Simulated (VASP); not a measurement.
# GaN (F-43m) in VASP: a series of runs

GaN is run at these levels: PBE, PBE+U; tasks: single point.

Program: VASP 6.6.1. These are calculated values, not measurements. Logs are shortened: lines on timing, memory, paths and dates and some standing lists are left out, and cuts for length are marked.

### Step 1. The cell of the first run

The structure is cubic, space group F-43m (No. 216). The conventional cell has a = 4.507 Å, b = 4.507 Å, c = 4.507 Å, α = 90.00°, β = 90.00°, γ = 90.00°. Ga (site symmetry -43m) has 4 N at 1.95 Å within 2.6 Å. N (site symmetry -43m) has 4 Ga at 1.95 Å within 2.6 Å.

### Step 2. Single point, PBE

The input, INCAR:

```
ALGO = Normal
EDIFF = 1E-6
ENCUT = 600
GGA = PE
GGA_COMPAT = False
ISIF = 2
ISMEAR = 0
ISYM = 0
LASPH = True
LCHARG = False
LREAL = False
LWAVE = False
NBANDS = 16
NELM = 120
PREC = Accurate
SIGMA = 0.01
```

The input, KPOINTS:

```
k-points
0
Gamma
  7 6 1
```

The input, POSCAR:

```
GaN
1.0
    0.0000000000      2.2535006075      2.2535006075
    2.2535006075      0.0000000000      2.2535006075
    2.2535006075      2.2535006075      0.0000000000
Ga N
1 1
Direct
    0.0000000000      0.0000000000      0.0000000000
    0.7500000000      0.7500000000      0.7500000000
```

Potentials or basis: VASP PAW PBE potentials, release 64 (Ga_d, N).

On the command line:

```sh
cat potpaw_PBE.64/Ga_d/POTCAR potpaw_PBE.64/N/POTCAR > POTCAR
mpirun -np 1 vasp_std > vasp.out
```

OUTCAR:

```text
EDIFF = 1E-6
   ENCUT = 600
   GGA = PE
   ISIF = 2
   ISMEAR = 0
   ISYM = 0
   LASPH = True
   LREAL = False
   NELM = 120
   PREC = Accurate

 ion  position               nearest neighbor table
   1  0.000  0.000  0.000-   2 1.95   2 1.95   2 1.95   2 1.95
   2  0.750  0.750  0.750-   1 1.95   1 1.95   1 1.95   1 1.95

IMPORTANT INFORMATION: All symmetrisations will be switched off!
NOSYMM: (Re-)initialisation of all symmetry stuff for point group C_1.

----------------------------------------------------------------------------------------

                                     Primitive cell

  volume of cell :      22.8877

  direct lattice vectors                    reciprocal lattice vectors
     0.000000000  2.253500607  2.253500607    -0.221877020  0.221877020  0.221877020
     2.253500607  0.000000000  2.253500607     0.221877020 -0.221877020  0.221877020
     2.253500607  2.253500607  0.000000000     0.221877020  0.221877020 -0.221877020

  length of vectors
     3.186931122  3.186931122  3.186931122     0.384302272  0.384302272  0.384302272

  position of ions in fractional coordinates (direct lattice)
     0.000000000  0.000000000  0.000000000
     0.750000000  0.750000000  0.750000000

  ion indices of the primitive-cell ions
   primitive index   ion index
                 1           1
                 2           2

----------------------------------------------------------------------------------------

 KPOINTS: k-points

Automatic generation of k-mesh.
 Grid dimensions read from file:
 generate k-points for:    7    6    1

 Generating k-lattice:

  Cartesian coordinates                     Fractional coordinates (reciprocal lattice)
    -0.031696717  0.031696717  0.031696717     0.142857143  0.000000000  0.000000000
     0.036979503 -0.036979503  0.036979503     0.000000000  0.166666667  0.000000000
     0.221877020  0.221877020 -0.221877020     0.000000000  0.000000000  1.000000000

  Length of vectors
     0.054900325  0.064050379  0.384302272

  Shift w.r.t. Gamma in fractional coordinates (k-lattice)
     0.000000000  0.000000000  0.000000000

 -----------------------------------------------------------------------------
|                                                                             |
|           W    W    AA    RRRRR   N    N  II  N    N   GGGG   !!!           |
|           W    W   A  A   R    R  NN   N  II  NN   N  G    G  !!!           |
|           W    W  A    A  R    R  N N  N  II  N N  N  G       !!!           |
|           W WW W  AAAAAA  RRRRR   N  N N  II  N  N N  G  GGG   !            |
|           WW  WW  A    A  R   R   N   NN  II  N   NN  G    G                |
|           W    W  A    A  R    R  N    N  II  N    N   GGGG   !!!           |
|                                                                             |
|     Your reciprocal lattice and k-lattice belong to different lattice       |
|     classes:                                                                |
|                                                                             |
|        The reciprocal lattice is body-centered cubic,                       |
|        whereas your k-lattice is base-centered monoclinic.                  |
|                                                                             |
|     Results are often still useful ...                                      |
|                                                                             |
 -----------------------------------------------------------------------------

 WARNING: IBZKPT: internal override: KBLOWUP is changed to .FALSE.
      ... skipping the blow-up phase ...

 Subroutine IBZKPT returns following result:
 ===========================================

 Found     22 irreducible k-points:

 Following reciprocal coordinates:
            Coordinates               Weight
  0.000000  0.000000  0.000000      1.000000
  0.142857  0.000000  0.000000      2.000000
  0.285714  0.000000  0.000000      2.000000
  0.428571  0.000000  0.000000      2.000000
  0.000000  0.166667  0.000000      2.000000
  0.142857  0.166667  0.000000      2.000000
[... 14 lines left out ...]
  0.285714  0.500000  0.000000      2.000000
  0.428571  0.500000  0.000000      2.000000
   k-points           NKPTS =     22   k-points in BZ     NKDIM =     22   number of bands    NBANDS=     16
   number of dos      NEDOS =    301   number of ions     NIONS =      2
   total plane-waves  NPLWV =  21952
   dimension x,y,z NGX =    28 NGY =   28 NGZ =   28
   dimension x,y,z NGXF=    56 NGYF=   56 NGZF=   56
   ions per type =               1   1
   NGX,Y,Z   is equivalent  to a cutoff of  14.61, 14.61, 14.61 a.u.
   NGXF,Y,Z  is equivalent  to a cutoff of  29.21, 29.21, 29.21 a.u.
 SYSTEM =  unknown system
   PREC   = accura    normal or accurate (medium, high low for compatibility)
   ISTART =      0    job   : 0-new  1-cont  2-samecut
   ICHARG =      2    charge: 1-file 2-atom 10-const
   ISPIN  =      1    spin polarized calculation?
   LNONCOLLINEAR =      F non collinear calculations
   LSORBIT =      F    spin-orbit coupling
   LASPH  =      T    aspherical Exc in radial PAW
   ENCUT  =  600.0 eV  44.10 Ry    6.64 a.u.   6.37  6.37  6.37*2*pi/ulx,y,z
   NELM   =    120;   NELMIN=  2; NELMDL= -5     # of ELM steps
   EDIFF  = 0.1E-05   stopping-criterion for ELM
   LREAL  =      F    real-space projection
   EDIFFG = 0.1E-04   stopping-criterion for IOM
   NSW    =      0    number of steps for IOM
   IBRION =     -1    ionic relax: 0-MD 1-quasi-New 2-CG
   NFREE  =      0    steps in history (QN), initial steepest desc. (CG)
   ISIF   =      2    stress and relaxation
   ISYM   =      0    0-nonsym 1-usesym 2-fastsym
   POTIM  = 0.5000    time-step for ionic-motion
   TEBEG  =    0.0;   TEEND  =   0.0 temperature during run
   PSTRESS=    0.0 pullay stress
   NELECT =      18.0000    total number of electrons
   NUPDOWN=      -1.0000    fix difference up-down
   EMIN   =  10.00;   EMAX   =-10.00  energy-range for DOS
   EFERMI =   0.00;   METHOD = LEGACY
   ISMEAR =     0;   SIGMA  =   0.01  broadening in eV -4-tet -1-fermi 0-gaus
   EFERMI_NEDOS =   21; number of points for ismear=-14 and -15
   IALGO  =     38    algorithm
   IMIX   =      4    mixing-type and parameters
     AMIX     =   0.40;   BMIX     =  1.00
     AMIX_MAG =   1.60;   BMIX_MAG =  1.00
  volume/ion in A,a.u.               =      11.44        77.23
  Fermi-wavevector in a.u.,A,eV,Ry     =   1.511117  2.855596 31.068543  2.283473
  Thomas-Fermi vector in A             =   2.621216
   LORBIT       =      0    0 simple, 1 ext, 2 COOP (PROOUT), +10 PAW based schemes
   GGA     = PE    functional components
   LHFCALC =     F    Hartree Fock is set to
   AEXX    =    0.0000 exact exchange contribution
   IVDW    =     0    specifies the selected vdW correction
   LEPSILON=     F    determine dielectric tensor
   LRPA    =     F    only Hartree local field effects (RPA)
 non-spin polarized calculation
 Gauss-broadening in eV      SIGMA  =   0.01
  energy-cutoff  :      600.00
  volume of cell :       22.89
 maximum number of plane-waves:       778
 NGX is ok and might be reduce to    28
   NGX = 13   NGY = 13   NGZ = 13

 number of electron      18.0000005 magnetization

 Free energy of the ion-electron system (eV)
  ---------------------------------------------------
  ext. energy  EPLUGINS =         0.00000000
  ---------------------------------------------------
  free energy    TOTEN  =        -9.75934315 eV

  energy without entropy =       -9.75934315  energy(sigma->0) =       -9.75934315

 E-fermi :   6.0002     XC(G=0): -11.5800

 val. band max:        5.8906959240   @ k =   0.0000   0.0000   0.0000
 cond. band min:       7.2743874048   @ k =   0.0000   0.0000   0.0000
 fundamental gap:      1.3836914808
 Fermi energy:         6.0002144442

 k-point     1 :       0.0000    0.0000    0.0000
  band No.  band energies     occupation
      1     -10.3072      2.00000
      2      -8.2123      2.00000
      3      -8.1709      2.00000
      4      -8.1381      2.00000
      5      -7.9178      2.00000
      6      -7.8271      2.00000
[... 8 lines left out ...]
     15      24.1114      0.00000
     16      24.1779      0.00000

 k-point     2 :       0.1429    0.0000    0.0000
  band No.  band energies     occupation
      1     -10.0937      2.00000
      2      -8.1558      2.00000
      3      -8.1451      2.00000
      4      -8.0706      2.00000
      5      -7.9204      2.00000
      6      -7.8292      2.00000
[... 8 lines left out ...]
     15      22.4074      0.00000
     16      22.4993      0.00000

 k-point     3 :       0.2857    0.0000    0.0000
  band No.  band energies     occupation
      1      -9.7011      2.00000
      2      -8.0995      2.00000
      3      -8.0986      2.00000
      4      -7.9061      2.00000
      5      -7.8202      2.00000
      6      -7.5882      2.00000
[... 8 lines left out ...]
     15      22.4228      0.00000
     16      22.5088      0.00000

 k-point     4 :       0.4286    0.0000    0.0000
  band No.  band energies     occupation
      1      -9.5204      2.00000
      2      -8.0890      2.00000
      3      -8.0795      2.00000
      4      -7.8681      2.00000
      5      -7.7948      2.00000
      6      -6.6497      2.00000
[... 8 lines left out ...]
     15      24.4445      0.00000
     16      24.5091      0.00000
[... 286 lines left out ...]
 k-point    20 :       0.1429    0.5000    0.0000
  band No.  band energies     occupation
      1      -9.4592      2.00000
      2      -8.0923      2.00000
      3      -8.0381      2.00000
      4      -7.9132      2.00000
      5      -7.7864      2.00000
      6      -6.3648      2.00000
[... 8 lines left out ...]
     15      24.3311      0.00000
     16      25.5143      0.00000

 k-point    21 :       0.2857    0.5000    0.0000
  band No.  band energies     occupation
      1      -9.3822      2.00000
      2      -8.0929      2.00000
      3      -7.9752      2.00000
      4      -7.9490      2.00000
      5      -7.7753      2.00000
      6      -6.1765      2.00000
[... 8 lines left out ...]
     15      27.0331      0.00000
     16      27.7944      0.00000

 k-point    22 :       0.4286    0.5000    0.0000
  band No.  band energies     occupation
      1      -9.3453      2.00000
      2      -8.1358      2.00000
      3      -7.9302      2.00000
      4      -7.8850      2.00000
      5      -7.7550      2.00000
      6      -5.9465      2.00000
[... 8 lines left out ...]
     15      27.4403      0.00000
     16      29.5399      0.00000

------------------------ aborting loop because EDIFF is reached ----------------------------------------

  FORCE on cell =-STRESS in cart. coord.  units (eV):
  Direction    XX          YY          ZZ          XY          YZ          ZX
  --------------------------------------------------------------------------------------
  -------------------------------------------------------------------------------------
  Total        2.3121754      2.3121736      2.9762718      0.6044917     -0.0012696      0.0012933
  in kB      161.8558211    161.8556958    208.3435882     42.3153483     -0.0888740      0.0905325
  external PRESSURE =     177.3517017 kB  Pullay stress =       0.0000000 kB

 VOLUME and BASIS-vectors are now :
 -----------------------------------------------------------------------------
  energy-cutoff  :      600.00
  volume of cell :       22.89
      direct lattice vectors                 reciprocal lattice vectors
     0.000000000  2.253500607  2.253500607    -0.221877020  0.221877020  0.221877020
     2.253500607  0.000000000  2.253500607     0.221877020 -0.221877020  0.221877020
     2.253500607  2.253500607  0.000000000     0.221877020  0.221877020 -0.221877020

 POSITION                                       TOTAL-FORCE (eV/Angst)
 -----------------------------------------------------------------------------------
      0.00000      0.00000      0.00000         0.001894     -0.001895      0.879660
      3.38025      3.38025      3.38025        -0.001894      0.001895     -0.879660
 -----------------------------------------------------------------------------------
    total drift:                               -0.000004      0.000011      0.000238

  FREE ENERGIE OF THE ION-ELECTRON SYSTEM (eV)
  ---------------------------------------------------
  free  energy   TOTEN  =        -9.7593431474 eV

  energy  without entropy=       -9.7593431474  energy(sigma->0) =       -9.75934315
```

Run time: 8.5 s. Hardware: 1 thread of AMD EPYC 9R45 (Zen 5), shared host; peak memory 0.13 GiB.

The run converged, but its numbers aren't listed here, since they failed a check.

Caveat: the k points lie up to 2.41 Å⁻¹ apart.

(Continued in part 2 of 2.)
